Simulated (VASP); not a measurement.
# Cl (Cmce) in VASP: notebook

The runs below take Cl through single point, relaxation of cell and atoms, with PBEsol, r2SCAN.

Program: VASP 6.6.1. These are calculated values, not measurements. Logs are shortened: lines on timing, memory, paths and dates and some standing lists are left out, and cuts for length are marked.

## 1. The cell of the first run

The structure is orthorhombic, space group Cmce (No. 64). The conventional cell has a = 6.882 Å, b = 3.880 Å, c = 8.011 Å, α = 90.00°, β = 90.00°, γ = 90.00°. Within 2.7 Å of Cl (site symmetry m) lie 1 Cl at 2.03 Å.

## 2. Single point, PBEsol

Input file INCAR:

```
ALGO     = Normal         # electronic algorithm
EDIFF    = 1E-6           # SCF threshold, eV
ENCUT    = 520            # plane-wave cutoff, eV
GGA      = PS             # functional
ISIF     = 2              # what is computed and relaxed
ISMEAR   = 0              # smearing method
LASPH    = True           # aspherical terms in the spheres
LCHARG   = False          # write CHGCAR
LREAL    = False          # projectors in reciprocal space
LWAVE    = False          # write WAVECAR
NBANDS   = 22             # bands
NELM     = 60             # most SCF steps
PREC     = Accurate       # precision mode
SIGMA    = 0.02           # smearing width, eV
```

Input file KPOINTS:

```
k-points
0
Gamma
  8 8 4
```

Input file POSCAR:

```
Cl
1.0
    3.4409949036     -1.9400483182      0.0000000000
    3.4409949036      1.9400483182      0.0000000000
    0.0000000000      0.0000000000      8.0110241279
Cl
4
Direct
    0.1263962934      0.8736037066      0.1111545717
    0.6263962934      0.3736037066      0.3888454283
    0.8736037066      0.1263962934      0.8888454283
    0.3736037066      0.6263962934      0.6111545717
```

Potentials or basis: VASP PAW PBE potentials, release 64 (Cl).

Launch:

```sh
$ cat potpaw_PBE.64/Cl/POTCAR > POTCAR
$ mpirun -np 1 vasp_std > vasp.out
```

OUTCAR:

```text
EDIFF = 1E-6
   ENCUT = 520
   GGA = PS
   ISIF = 2
   ISMEAR = 0
   LASPH = True
   LREAL = False
   NELM = 60
   PREC = Accurate

 ion  position               nearest neighbor table
   1  0.126  0.874  0.111-   3 2.03
   2  0.626  0.374  0.389-   4 2.03
   3  0.874  0.126  0.889-   1 2.03
   4  0.374  0.626  0.611-   2 2.03

  LATTYP: Found a base centered orthorhombic cell.
 ALAT       =     3.8800966364
 B/A-ratio  =     1.7736645378
 C/A-ratio  =     2.0646455175

  Lattice vectors:

 A1 = (  -3.4409949036,  -1.9400483182,   0.0000000000)
 A2 = (   3.4409949036,  -1.9400483182,   0.0000000000)
 A3 = (   0.0000000000,   0.0000000000,   8.0110241279)

Analysis of symmetry for initial positions (statically):
=====================================================================
 Subroutine PRICEL returns:
 Original cell was already a primitive cell.

 Routine SETGRP: Setting up the symmetry group for a
 base centered orthorhombic supercell.

 Subroutine GETGRP returns: Found  8 space group operations
 (whereof  4 operations were pure point group operations)
 out of a pool of  8 trial point group operations.

The static configuration has the point symmetry C_2h.
 The point group associated with its full space group is D_2h.

Analysis of symmetry for dynamics (positions and initial velocities):
=====================================================================
 Subroutine PRICEL returns:
 Original cell was already a primitive cell.

 Routine SETGRP: Setting up the symmetry group for a
 base centered orthorhombic supercell.

 Subroutine GETGRP returns: Found  8 space group operations
 (whereof  4 operations were pure point group operations)
 out of a pool of  8 trial point group operations.

The dynamic configuration has the point symmetry C_2h.
 The point group associated with its full space group is D_2h.

 Subroutine INISYM returns: Found  8 space group operations
 (whereof  4 operations are pure point group operations),
 and found     1 'primitive' translations

----------------------------------------------------------------------------------------

                                     Primitive cell

  volume of cell :     106.9583

  direct lattice vectors                    reciprocal lattice vectors
     3.440994904 -1.940048318  0.000000000     0.145306812 -0.257725540  0.000000000
     3.440994904  1.940048318  0.000000000     0.145306812  0.257725540  0.000000000
     0.000000000  0.000000000  8.011024128     0.000000000  0.000000000  0.124827985

  length of vectors
     3.950219412  3.950219412  8.011024128     0.295865719  0.295865719  0.124827985

  position of ions in fractional coordinates (direct lattice)
     0.126396293  0.873603707  0.111154572
     0.626396293  0.373603707  0.388845428
     0.873603707  0.126396293  0.888845428
     0.373603707  0.626396293  0.611154572

  ion indices of the primitive-cell ions
   primitive index   ion index
                 1           1
                 2           2
                 3           3
                 4           4

----------------------------------------------------------------------------------------

 KPOINTS: k-points

Automatic generation of k-mesh.
 Grid dimensions read from file:
 generate k-points for:    8    8    4

 Generating k-lattice:

  Cartesian coordinates                     Fractional coordinates (reciprocal lattice)
     0.018163352 -0.032215692  0.000000000     0.125000000  0.000000000  0.000000000
     0.018163352  0.032215692  0.000000000     0.000000000  0.125000000  0.000000000
     0.000000000  0.000000000  0.031206996     0.000000000  0.000000000  0.250000000

  Length of vectors
     0.036983215  0.036983215  0.031206996

  Shift w.r.t. Gamma in fractional coordinates (k-lattice)
     0.000000000  0.000000000  0.000000000

 Subroutine IBZKPT returns following result:
 ===========================================

 Found     63 irreducible k-points:

 Following reciprocal coordinates:
            Coordinates               Weight
  0.000000  0.000000  0.000000      1.000000
  0.125000  0.000000  0.000000      4.000000
  0.250000  0.000000  0.000000      4.000000
  0.375000  0.000000  0.000000      4.000000
  0.500000  0.000000  0.000000      2.000000
  0.125000  0.125000  0.000000      2.000000
[... 16 lines left out ...]
  0.125000  0.000000  0.250000      8.000000
  0.250000  0.000000  0.250000      8.000000
 [... further k-points ...]
   k-points           NKPTS =     63   k-points in BZ     NKDIM =     63   number of bands    NBANDS=     22
   number of dos      NEDOS =    301   number of ions     NIONS =      4
   total plane-waves  NPLWV =  54000
   dimension x,y,z NGX =    30 NGY =   30 NGZ =   60
   dimension x,y,z NGXF=    60 NGYF=   60 NGZF=  120
   ions per type =               4
   NGX,Y,Z   is equivalent  to a cutoff of  12.63, 12.63, 12.45 a.u.
   NGXF,Y,Z  is equivalent  to a cutoff of  25.25, 25.25, 24.90 a.u.
 SYSTEM =  unknown system
   PREC   = accura    normal or accurate (medium, high low for compatibility)
   ISTART =      0    job   : 0-new  1-cont  2-samecut
   ICHARG =      2    charge: 1-file 2-atom 10-const
   ISPIN  =      1    spin polarized calculation?
   LNONCOLLINEAR =      F non collinear calculations
   LSORBIT =      F    spin-orbit coupling
   LASPH  =      T    aspherical Exc in radial PAW
   ENCUT  =  520.0 eV  38.22 Ry    6.18 a.u.   7.34  7.34 14.90*2*pi/ulx,y,z
   NELM   =     60;   NELMIN=  2; NELMDL= -5     # of ELM steps
   EDIFF  = 0.1E-05   stopping-criterion for ELM
   LREAL  =      F    real-space projection
   EDIFFG = 0.1E-04   stopping-criterion for IOM
   NSW    =      0    number of steps for IOM
   IBRION =     -1    ionic relax: 0-MD 1-quasi-New 2-CG
   NFREE  =      0    steps in history (QN), initial steepest desc. (CG)
   ISIF   =      2    stress and relaxation
   ISYM   =      2    0-nonsym 1-usesym 2-fastsym
   POTIM  = 0.5000    time-step for ionic-motion
   TEBEG  =    0.0;   TEEND  =   0.0 temperature during run
   PSTRESS=    0.0 pullay stress
   NELECT =      28.0000    total number of electrons
   NUPDOWN=      -1.0000    fix difference up-down
   EMIN   =  10.00;   EMAX   =-10.00  energy-range for DOS
   EFERMI =   0.00;   METHOD = LEGACY
   ISMEAR =     0;   SIGMA  =   0.02  broadening in eV -4-tet -1-fermi 0-gaus
   EFERMI_NEDOS =   21; number of points for ismear=-14 and -15
   IALGO  =     38    algorithm
   IMIX   =      4    mixing-type and parameters
     AMIX     =   0.40;   BMIX     =  1.00
     AMIX_MAG =   1.60;   BMIX_MAG =  1.00
  volume/ion in A,a.u.               =      26.74       180.45
  Fermi-wavevector in a.u.,A,eV,Ry     =   1.047264  1.979041 14.922337  1.096761
  Thomas-Fermi vector in A             =   2.182136
   LORBIT       =      0    0 simple, 1 ext, 2 COOP (PROOUT), +10 PAW based schemes
   GGA     = PS    functional components
   LHFCALC =     F    Hartree Fock is set to
   AEXX    =    0.0000 exact exchange contribution
   IVDW    =     0    specifies the selected vdW correction
   LEPSILON=     F    determine dielectric tensor
   LRPA    =     F    only Hartree local field effects (RPA)
 non-spin polarized calculation
 Gauss-broadening in eV      SIGMA  =   0.02
  energy-cutoff  :      520.00
  volume of cell :      106.96
 maximum number of plane-waves:      2915
 NGX is ok and might be reduce to    30
   NGX = 15   NGY = 15   NGZ = 29

 number of electron      27.9999996 magnetization

 Free energy of the ion-electron system (eV)
  ---------------------------------------------------
  ext. energy  EPLUGINS =         0.00000000
  ---------------------------------------------------
  free energy    TOTEN  =        -8.05879356 eV

  energy without entropy =       -8.05879356  energy(sigma->0) =       -8.05879356

 E-fermi :   0.2392     XC(G=0):  -8.2790

 val. band max:        0.1554598580   @ k =   0.0000   0.0000   0.0000
 cond. band min:       2.2168499075   @ k =   0.0000   0.0000   0.0000
 fundamental gap:      2.0613900495
 Fermi energy:         0.2392190305

 k-point     1 :       0.0000    0.0000    0.0000
  band No.  band energies     occupation
      1     -16.7455      2.00000
      2     -16.2847      2.00000
      3     -13.1335      2.00000
      4     -11.9014      2.00000
      5      -5.8374      2.00000
      6      -4.1358      2.00000
[... 14 lines left out ...]
     21      11.0813      0.00000
     22      11.1896      0.00000

 k-point     2 :       0.1250    0.0000    0.0000
  band No.  band energies     occupation
      1     -16.6993      2.00000
      2     -16.2692      2.00000
      3     -13.0877      2.00000
      4     -11.9547      2.00000
      5      -5.8274      2.00000
      6      -4.2563      2.00000
[... 14 lines left out ...]
     21      10.4724      0.00000
     22      10.9594      0.00000

 k-point     3 :       0.2500    0.0000    0.0000
  band No.  band energies     occupation
      1     -16.5768      2.00000
      2     -16.2391      2.00000
      3     -12.9601      2.00000
      4     -12.1042      2.00000
      5      -5.8009      2.00000
      6      -4.6301      2.00000
[... 14 lines left out ...]
     21      10.1595      0.00000
     22      10.8998      0.00000
[... 476 lines left out ...]
 k-point    23 :       0.1250    0.0000    0.2500
  band No.  band energies     occupation
      1     -16.6461      2.00000
      2     -16.3446      2.00000
      3     -12.9232      2.00000
      4     -12.1278      2.00000
      5      -5.6175      2.00000
      6      -4.5375      2.00000
[... 14 lines left out ...]
     21      10.4039      0.00000
     22      10.8524      0.00000

 k-point    24 :       0.2500    0.0000    0.2500
  band No.  band energies     occupation
      1     -16.5334      2.00000
      2     -16.2959      2.00000
      3     -12.8354      2.00000
      4     -12.2329      2.00000
      5      -5.6306      2.00000
      6      -4.7809      2.00000
[... 14 lines left out ...]
     21      10.2935      0.00000
     22      10.4998      0.00000

 [... further k-points ...]

------------------------ aborting loop because EDIFF is reached ----------------------------------------

  FORCE on cell =-STRESS in cart. coord.  units (eV):
  Direction    XX          YY          ZZ          XY          YZ          ZX
  --------------------------------------------------------------------------------------
  -------------------------------------------------------------------------------------
  Total       -0.0192735     -0.1214104     -0.4174546      0.0000000      0.0000000      0.0000000
  in kB       -0.2887070     -1.8186609     -6.2532413      0.0000000      0.0000000      0.0000000
  external PRESSURE =      -2.7868697 kB  Pullay stress =       0.0000000 kB

 VOLUME and BASIS-vectors are now :
 -----------------------------------------------------------------------------
  energy-cutoff  :      520.00
  volume of cell :      106.96
      direct lattice vectors                 reciprocal lattice vectors
     3.440994904 -1.940048318  0.000000000     0.145306812 -0.257725540  0.000000000
     3.440994904  1.940048318  0.000000000     0.145306812  0.257725540  0.000000000
     0.000000000  0.000000000  8.011024128     0.000000000  0.000000000  0.124827985

 POSITION                                       TOTAL-FORCE (eV/Angst)
 -----------------------------------------------------------------------------------
      3.44099      1.44962      0.89046         0.000000      0.066027     -0.128435
      3.44099     -0.49043      3.11505         0.000000      0.066027      0.128435
      3.44099     -1.44962      7.12056         0.000000     -0.066027      0.128435
      3.44099      0.49043      4.89597         0.000000     -0.066027     -0.128435
 -----------------------------------------------------------------------------------
    total drift:                                0.000000     -0.000000     -0.000000

  FREE ENERGIE OF THE ION-ELECTRON SYSTEM (eV)
  ---------------------------------------------------
  free  energy   TOTEN  =        -8.0587935587 eV

  energy  without entropy=       -8.0587935587  energy(sigma->0) =       -8.05879356
```

It took 61 s on 1 thread of Intel Xeon 6975P-C (Granite Rapids), shared host; peak memory 0.26 GiB.

Results:

```yaml
Free_energy: -8.0588 eV
Pressure: -0.3 GPa
Largest_force: 0.144 eV/Å
Band_gap_on_the_k_mesh: 2.06 eV
```

Forces on the atoms (eV/Å):
```
Cl   0.000  0.066 -0.128
Cl   0.000  0.066  0.128
Cl   0.000 -0.066  0.128
Cl   0.000 -0.066 -0.128
```

Caveat: this functional lacks dispersion, which holds the molecules together, so the pressure and a relaxed volume are unreliable; the PAW data sets were made with another functional, which shifts forces and pressure a little.

## 3. Relaxation of cell and atoms, PBEsol

This run uses another cell than the first one, of 28.86 Å³/atom.

Input file INCAR:

```
ALGO = Normal ; EDIFF = 1E-6
EDIFFG = -0.005 ; ENCUT = 600
GGA = PS ; IBRION = 2
ISIF = 3 ; ISMEAR = 0
LASPH = T ; LCHARG = F
LREAL = F ; LWAVE = F
NELM = 100 ; NSW = 100
PREC = Accurate ; SIGMA = 0.02
```

KPOINTS is that of step 2.

Input file POSCAR:

```
Cl
1.0
    3.1200000000     -2.2400000000      0.0000000000
    3.1200000000      2.2400000000      0.0000000000
    0.0000000000      0.0000000000      8.2600000000
Cl
4
Direct
    0.1300000000      0.8700000000      0.1000000000
    0.6300000000      0.3700000000      0.4000000000
    0.8700000000      0.1300000000      0.9000000000
    0.3700000000      0.6300000000      0.6000000000
```

Potentials or basis: VASP PAW PBE potentials, release 64 (Cl).

Launch:

```sh
$ cat potpaw_PBE.64/Cl/POTCAR > POTCAR
$ mpirun -np 1 vasp_std > vasp.out
```

It took 23 min on 1 thread of Intel Xeon 6975P-C (Granite Rapids), shared host; peak memory 0.33 GiB.

The run converged. Its results:

```yaml
Free_energy: -8.0617 eV
Relaxed_volume: 26.79 Å³/atom
Relaxed_cell: a = 3.938 Å, b = 3.938 Å, c = 8.024 Å, α = 90.00°, β = 90.00°, γ = 59.46°
Space_group_after_relaxing_to_0.1_Å: Cmce (No. 64)
Energy_gained_by_relaxing: 25.3 meV/atom
Ionic_steps: 52
Pressure_after_relaxing: 0.0 GPa
Largest_force_after_relaxing: 0.003 eV/Å
Band_gap_on_the_k_mesh: 2.14 eV
```

Forces on the atoms (eV/Å):
```
Cl   0.000  0.002 -0.003
Cl   0.000  0.002  0.003
Cl   0.000 -0.002  0.003
Cl   0.000 -0.002 -0.003
```

Step by step:
```csv
step,energy change (eV),largest force (eV/Å),pressure (GPa),volume (Å³)
1,0.0000,0.3895,-1.27,115.45
3,-0.0184,0.1776,-0.18,113.84
5,-0.0465,0.1578,-0.14,110.84
7,0.0214,0.3590,2.75,97.44
9,-0.0814,0.0216,0.04,105.31
11,-0.0824,0.0465,-0.07,105.21
13,-0.0872,0.0941,0.01,104.37
15,-0.0877,0.1104,0.05,104.03
17,-0.0903,0.0895,0.49,104.03
19,-0.0947,0.0688,0.36,104.81
21,-0.0947,0.0933,-0.13,108.16
23,-0.0989,0.0367,-0.04,106.60
25,-0.0991,0.0337,-0.04,106.57
27,-0.0996,0.0089,0.11,106.18
29,-0.0998,0.0348,-0.02,106.47
31,-0.0999,0.0368,-0.03,106.53
33,-0.1005,0.0164,0.01,106.88
35,-0.1006,0.0162,0.03,107.08
37,-0.1007,0.0305,-0.07,107.34
39,-0.1008,0.0153,-0.05,107.41
41,-0.1009,0.0085,-0.02,107.49
43,-0.1009,0.0094,-0.01,107.44
45,-0.1010,0.0133,0.03,107.19
47,-0.1010,0.0077,0.00,107.20
49,-0.1011,0.0099,-0.01,107.19
51,-0.1011,0.0056,0.01,107.15
52,-0.1011,0.0031,0.01,107.15
```

Final structure:
```
CELL_PARAMETERS angstrom
3.41950 -1.95262 0.00000
3.41950 1.95262 0.00000
0.00000 0.00000 8.02354
ATOMIC_POSITIONS crystal
Cl 0.12510 0.87490 0.11024
Cl 0.62510 0.37490 0.38976
Cl 0.87490 0.12510 0.88976
Cl 0.37490 0.62510 0.61024
```

Levels at points of the mesh, in eV from the valence-band top:
| k point | band 10 | band 11 | band 12 | band 13 | band 14 | band 15 | band 16 | band 17 | band 18 |
| --- | --- | --- | --- | --- | --- | --- | --- | --- | --- |
| (0.00, 0.00, 0.00) | -2.41 | -1.16 | -0.46 | -0.42 | 0.00 | 2.14 | 3.12 | 6.39 | 6.85 |
| (0.50, 0.00, 0.00) | -2.84 | -1.07 | -1.07 | -0.52 | -0.52 | 3.01 | 3.01 | 7.63 | 7.63 |
| (0.50, 0.50, 0.00) | -2.67 | -1.63 | -1.30 | -0.50 | -0.21 | 2.19 | 3.00 | 8.08 | 8.16 |
| (0.00, 0.00, 0.50) | -2.44 | -0.99 | -0.99 | -0.20 | -0.20 | 2.55 | 2.55 | 6.88 | 6.88 |
| (0.50, 0.00, 0.50) | -2.90 | -0.71 | -0.71 | -0.18 | -0.18 | 2.57 | 2.57 | 7.94 | 7.94 |
| (0.50, 0.50, 0.50) | -2.63 | -1.06 | -1.06 | -0.86 | -0.86 | 2.53 | 2.53 | 8.86 | 8.86 |

Caveat: this functional lacks dispersion, which holds the molecules together, so the pressure and a relaxed volume are unreliable; the PAW data sets were made with another functional, which shifts forces and pressure a little. A hybrid or GW would open this gap; PBEsol tends to underestimate it.

[end of part 1 of 2]
